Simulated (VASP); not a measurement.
# Ir (R-3m) in VASP: single point with PBEsol

Aim: the single point of Ir with PBEsol.

Everything below comes from runs of VASP 6.6.1. Logs are shortened: lines on timing, memory, paths and dates and some standing lists are left out, and cuts for length are marked.

## 1. The cell of the first run

It takes space group R-3m (No. 166, trigonal). The conventional cell has a = 7.002 Å, b = 7.002 Å, c = 16.524 Å, α = 90.00°, β = 90.00°, γ = 120.00°. Ir (site symmetry m) has 6 Ir at 2.35 to 2.60 Å within 3.1 Å. Within 3.3 Å of Ir (site symmetry m) lie 7 Ir at 2.48 to 2.74 Å.

## 2. Single point, PBEsol

Input file INCAR:

```
SYSTEM = Ir
PREC = Accurate ; ENCUT = 520
EDIFF = 1E-6 ; ISMEAR = 0
SIGMA = 0.1 ; LREAL = .FALSE.
LASPH = .TRUE. ; NELM = 100
ALGO = Fast ; ISIF = 2
LWAVE = .FALSE. ; LCHARG = .FALSE.
GGA = PS ; NBANDS = 66
```

Input file KPOINTS:

```
Automatic mesh
0
G
  3 3 3
  0 0 0
```

Input file POSCAR:

```
Ir
1.0
    3.5012296822      2.0214358995      5.5079415717
   -3.5012296822      2.0214358995      5.5079415717
    0.0000000000     -4.0428717990      5.5079415717
Ir
12
Direct
    0.0121211772      0.6592711270      0.0121211772
    0.0121211772      0.0121211772      0.6592711270
    0.6592711270      0.0121211772      0.0121211772
    0.9878788228      0.3407288730      0.9878788228
    0.3407288730      0.9878788228      0.9878788228
    0.9878788228      0.9878788228      0.3407288730
    0.2407368698      0.5986003094      0.2407368698
    0.2407368698      0.2407368698      0.5986003094
    0.5986003094      0.2407368698      0.2407368698
    0.7592631302      0.4013996906      0.7592631302
    0.4013996906      0.7592631302      0.7592631302
    0.7592631302      0.7592631302      0.4013996906
```

Potentials or basis: VASP PAW PBE potentials, release 64 (Ir).

Started as:

```
$ cat potpaw_PBE.64/Ir/POTCAR > POTCAR
$ mpirun -np 1 vasp_std > vasp.out
```

OUTCAR:

```text
SYSTEM = Ir
   PREC = Accurate
   ENCUT = 520
   EDIFF = 1E-6
   ISMEAR = 0
   LREAL = .FALSE.
   LASPH = .TRUE.
   NELM = 100
   ISIF = 2
   GGA = PS

 ion  position               nearest neighbor table
   1  0.012  0.659  0.012-   4 2.35   2 2.47   3 2.47   7 2.48  11 2.60  12 2.60
   2  0.012  0.012  0.659-   6 2.35   3 2.47   1 2.47   8 2.48  10 2.60  11 2.60
   3  0.659  0.012  0.012-   5 2.35   2 2.47   1 2.47   9 2.48  10 2.60  12 2.60
   4  0.988  0.341  0.988-   1 2.35   6 2.47   5 2.47  10 2.48   9 2.60   8 2.60
   5  0.341  0.988  0.988-   3 2.35   6 2.47   4 2.47  11 2.48   7 2.60   8 2.60
   6  0.988  0.988  0.341-   2 2.35   4 2.47   5 2.47  12 2.48   9 2.60   7 2.60
   7  0.241  0.599  0.241-   1 2.48   8 2.51   9 2.51   5 2.60   6 2.60  11 2.74  12 2.74
   8  0.241  0.241  0.599-   2 2.48   7 2.51   9 2.51   4 2.60   5 2.60  10 2.74  11 2.74
   9  0.599  0.241  0.241-   3 2.48   8 2.51   7 2.51   4 2.60   6 2.60  10 2.74  12 2.74
  10  0.759  0.401  0.759-   4 2.48  12 2.51  11 2.51   3 2.60   2 2.60   9 2.74   8 2.74
  11  0.401  0.759  0.759-   5 2.48  12 2.51  10 2.51   1 2.60   2 2.60   7 2.74   8 2.74
  12  0.759  0.759  0.401-   6 2.48  10 2.51  11 2.51   3 2.60   1 2.60   7 2.74   9 2.74

  LATTYP: Found a trigonal (rhomboedric) cell.
 ALAT       =     6.8324397356
 COS(alpha) =     0.4748062135

  Lattice vectors:

 A1 = (   3.5012296822,   2.0214358995,   5.5079415717)
 A2 = (  -3.5012296822,   2.0214358995,   5.5079415717)
 A3 = (   0.0000000000,  -4.0428717990,   5.5079415717)

Analysis of symmetry for initial positions (statically):
=====================================================================
 Subroutine PRICEL returns:
 Original cell was already a primitive cell.

 Routine SETGRP: Setting up the symmetry group for a
 trigonal (rhombohedral) supercell.

 Subroutine GETGRP returns: Found 12 space group operations
 (whereof 12 operations were pure point group operations)
 out of a pool of 12 trial point group operations.

The static configuration has the point symmetry D_3d.

Analysis of symmetry for dynamics (positions and initial velocities):
=====================================================================
 Subroutine PRICEL returns:
 Original cell was already a primitive cell.

 Routine SETGRP: Setting up the symmetry group for a
 trigonal (rhombohedral) supercell.

 Subroutine GETGRP returns: Found 12 space group operations
 (whereof 12 operations were pure point group operations)
 out of a pool of 12 trial point group operations.

The dynamic configuration has the point symmetry D_3d.

 Subroutine INISYM returns: Found 12 space group operations
 (whereof 12 operations are pure point group operations),
 and found     1 'primitive' translations

----------------------------------------------------------------------------------------

                                     Primitive cell

  volume of cell :     233.8951

  direct lattice vectors                    reciprocal lattice vectors
     3.501229682  2.021435900  5.507941572     0.142806969  0.082449642  0.060518676
    -3.501229682  2.021435900  5.507941572    -0.142806969  0.082449642  0.060518676
     0.000000000 -4.042871799  5.507941572     0.000000000 -0.164899284  0.060518676

  length of vectors
     6.832439736  6.832439736  6.832439736     0.175653876  0.175653876  0.175653876

  position of ions in fractional coordinates (direct lattice)
     0.012121177  0.659271127  0.012121177
     0.012121177  0.012121177  0.659271127
     0.659271127  0.012121177  0.012121177
     0.987878823  0.340728873  0.987878823
     0.340728873  0.987878823  0.987878823
     0.987878823  0.987878823  0.340728873
     0.240736870  0.598600309  0.240736870
     0.240736870  0.240736870  0.598600309
     0.598600309  0.240736870  0.240736870
     0.759263130  0.401399691  0.759263130
     0.401399691  0.759263130  0.759263130
     0.759263130  0.759263130  0.401399691

  ion indices of the primitive-cell ions
   primitive index   ion index
                 1           1
                 2           2
                 3           3
                 4           4
                 5           5
                 6           6
                 7           7
                 8           8
                 9           9
                10          10
                11          11
                12          12

----------------------------------------------------------------------------------------

 KPOINTS: Automatic mesh

Automatic generation of k-mesh.
 Grid dimensions read from file:
 generate k-points for:    3    3    3

 Generating k-lattice:

  Cartesian coordinates                     Fractional coordinates (reciprocal lattice)
     0.047602323  0.027483214  0.020172892     0.333333333 -0.000000000 -0.000000000
    -0.047602323  0.027483214  0.020172892    -0.000000000  0.333333333 -0.000000000
     0.000000000 -0.054966428  0.020172892    -0.000000000 -0.000000000  0.333333333

  Length of vectors
     0.058551292  0.058551292  0.058551292

  Shift w.r.t. Gamma in fractional coordinates (k-lattice)
     0.000000000  0.000000000  0.000000000

 Subroutine IBZKPT returns following result:
 ===========================================

 Found      6 irreducible k-points:

 Following reciprocal coordinates:
            Coordinates               Weight
  0.000000  0.000000  0.000000      1.000000
  0.333333  0.000000 -0.000000      6.000000
  0.333333  0.333333  0.000000      6.000000
 -0.333333  0.333333  0.000000      6.000000
  0.333333  0.333333  0.333333      2.000000
 -0.333333  0.333333  0.333333      6.000000
   k-points           NKPTS =      6   k-points in BZ     NKDIM =      6   number of bands    NBANDS=     66
   number of dos      NEDOS =    301   number of ions     NIONS =     12
   total plane-waves  NPLWV = 157464
   dimension x,y,z NGX =    54 NGY =   54 NGZ =   54
   dimension x,y,z NGXF=   108 NGYF=  108 NGZF=  108
   ions per type =              12
   NGX,Y,Z   is equivalent  to a cutoff of  13.14, 13.14, 13.14 a.u.
   NGXF,Y,Z  is equivalent  to a cutoff of  26.28, 26.28, 26.28 a.u.
 SYSTEM =  Ir
   PREC   = accura    normal or accurate (medium, high low for compatibility)
   ISTART =      0    job   : 0-new  1-cont  2-samecut
   ICHARG =      2    charge: 1-file 2-atom 10-const
   ISPIN  =      1    spin polarized calculation?
   LNONCOLLINEAR =      F non collinear calculations
   LSORBIT =      F    spin-orbit coupling
   LASPH  =      T    aspherical Exc in radial PAW
   ENCUT  =  520.0 eV  38.22 Ry    6.18 a.u.  12.70 12.70 12.70*2*pi/ulx,y,z
   NELM   =    100;   NELMIN=  2; NELMDL= -5     # of ELM steps
   EDIFF  = 0.1E-05   stopping-criterion for ELM
   LREAL  =      F    real-space projection
[... 7 lines left out ...]
   TEBEG  =    0.0;   TEEND  =   0.0 temperature during run
   PSTRESS=    0.0 pullay stress
   NELECT =     108.0000    total number of electrons
   NUPDOWN=      -1.0000    fix difference up-down
   EMIN   =  10.00;   EMAX   =-10.00  energy-range for DOS
   EFERMI =   0.00;   METHOD = LEGACY
   ISMEAR =     0;   SIGMA  =   0.10  broadening in eV -4-tet -1-fermi 0-gaus
   EFERMI_NEDOS =   21; number of points for ismear=-14 and -15
   IALGO  =     68    algorithm
   IMIX   =      4    mixing-type and parameters
     AMIX     =   0.40;   BMIX     =  1.00
     AMIX_MAG =   1.60;   BMIX_MAG =  1.00
  volume/ion in A,a.u.               =      19.49       131.53
  Fermi-wavevector in a.u.,A,eV,Ry     =   1.265345  2.391156 21.784268  1.601099
  Thomas-Fermi vector in A             =   2.398603
   LORBIT       =      0    0 simple, 1 ext, 2 COOP (PROOUT), +10 PAW based schemes
   GGA     = PS    functional components
   LHFCALC =     F    Hartree Fock is set to
   AEXX    =    0.0000 exact exchange contribution
   IVDW    =     0    specifies the selected vdW correction
   LEPSILON=     F    determine dielectric tensor
   LRPA    =     F    only Hartree local field effects (RPA)
 non-spin polarized calculation
 RMM-DIIS sequential band-by-band and
 Gauss-broadening in eV      SIGMA  =   0.10
  energy-cutoff  :      520.00
  volume of cell :      233.90
 maximum number of plane-waves:      6307
 NGX is ok and might be reduce to    54
   NGX = 25   NGY = 25   NGZ = 25

 number of electron     108.0000001 magnetization

 Free energy of the ion-electron system (eV)
  ---------------------------------------------------
  ext. energy  EPLUGINS =         0.00000000
  ---------------------------------------------------
  free energy    TOTEN  =      -106.19801223 eV

  energy without entropy =     -106.12167545  energy(sigma->0) =     -106.15984384

 E-fermi :   5.8918     XC(G=0): -11.8169

 val. band max:        5.8621188841   @ k =   0.3333   0.3333   0.3333
 cond. band min:       5.8921233514   @ k =   0.3333   0.3333   0.0000
 fundamental gap:      0.0300044673
 Fermi energy:         5.8918025156

 k-point     1 :       0.0000    0.0000    0.0000
  band No.  band energies     occupation
      1      -3.3796      2.00000
      2      -1.2285      2.00000
      3      -0.7512      2.00000
      4      -0.6094      2.00000
      5      -0.6094      2.00000
      6      -0.5907      2.00000
[... 58 lines left out ...]
     65       7.1006      0.00000
     66       7.9676      0.00000

 k-point     2 :       0.3333    0.0000   -0.0000
  band No.  band energies     occupation
      1      -2.8116      2.00000
      2      -1.4023      2.00000
      3      -0.8241      2.00000
      4      -0.7486      2.00000
      5      -0.5695      2.00000
      6      -0.4554      2.00000
[... 265 lines left out ...]
     65       7.6904      0.00000
     66       8.5147      0.00000

 k-point     6 :      -0.3333    0.3333    0.3333
  band No.  band energies     occupation
      1      -2.1463      2.00000
      2      -1.5638      2.00000
      3      -1.1529      2.00000
      4      -0.8610      2.00000
      5      -0.6856      2.00000
      6      -0.5590      2.00000
[... 58 lines left out ...]
     65       7.4775      0.00000
     66       7.8647      0.00000

------------------------ aborting loop because EDIFF is reached ----------------------------------------

  FORCE on cell =-STRESS in cart. coord.  units (eV):
  Direction    XX          YY          ZZ          XY          YZ          ZX
  --------------------------------------------------------------------------------------
  -------------------------------------------------------------------------------------
  Total        0.8741926      0.8741926      0.2042875      0.0000000      0.0000000      0.0000000
  in kB        5.9882035      5.9882035      1.3993658      0.0000000      0.0000000      0.0000000
  external PRESSURE =       4.4585910 kB  Pullay stress =       0.0000000 kB

 VOLUME and BASIS-vectors are now :
 -----------------------------------------------------------------------------
  energy-cutoff  :      520.00
  volume of cell :      233.90
      direct lattice vectors                 reciprocal lattice vectors
     3.501229682  2.021435900  5.507941572     0.142806969  0.082449642  0.060518676
    -3.501229682  2.021435900  5.507941572    -0.142806969  0.082449642  0.060518676
     0.000000000 -4.042871799  5.507941572     0.000000000 -0.164899284  0.060518676

 POSITION                                       TOTAL-FORCE (eV/Angst)
 -----------------------------------------------------------------------------------
     -2.26582      1.30817      3.76475         0.048474     -0.027987     -0.065031
      0.00000     -2.61634      3.76475        -0.000000      0.055973     -0.065031
      2.26582      1.30817      3.76475        -0.048474     -0.027987     -0.065031
      2.26582     -1.30817     12.75907        -0.048474      0.027987      0.065031
     -2.26582     -1.30817     12.75907         0.048474      0.027987      0.065031
      0.00000      2.61634     12.75907        -0.000000     -0.055973      0.065031
     -1.25296      0.72340      5.94898         0.017090     -0.009867      0.004232
      0.00000     -1.44680      5.94898        -0.000000      0.019733      0.004232
      1.25296      0.72340      5.94898        -0.017090     -0.009867      0.004232
      1.25296     -0.72340     10.57484        -0.017090      0.009867     -0.004232
     -1.25296     -0.72340     10.57484         0.017090      0.009867     -0.004232
      0.00000      1.44680     10.57484        -0.000000     -0.019733     -0.004232
 -----------------------------------------------------------------------------------
    total drift:                                0.000000      0.000000      0.000000

  FREE ENERGIE OF THE ION-ELECTRON SYSTEM (eV)
  ---------------------------------------------------
  free  energy   TOTEN  =      -106.1980122309 eV

  energy  without entropy=     -106.1216754510  energy(sigma->0) =     -106.15984384
```

It took 2.1 min on 1 thread of Intel Xeon 6975P-C (Granite Rapids), shared host; peak memory 0.4 GiB.

Results:

- Free energy: -106.1980 eV
- Pressure: 0.4 GPa
- Largest force: 0.086 eV/Å
- Band gap on the k mesh: zero (bands 54 and 55 overlap by 0.33 eV)

Forces on the atoms (eV/Å):
```
Ir   0.048 -0.028 -0.065
Ir   0.000  0.056 -0.065
Ir  -0.048 -0.028 -0.065
Ir  -0.048  0.028  0.065
Ir   0.048  0.028  0.065
Ir   0.000 -0.056  0.065
Ir   0.017 -0.010  0.004
Ir   0.000  0.020  0.004
Ir  -0.017 -0.010  0.004
Ir  -0.017  0.010 -0.004
Ir   0.017  0.010 -0.004
Ir   0.000 -0.020 -0.004
```

Caveat: the k points lie up to 0.37 Å⁻¹ apart; the PAW data sets were made with another functional, which shifts forces and pressure a little; spin-orbit coupling is left out, which moves the levels of the heavy elements.
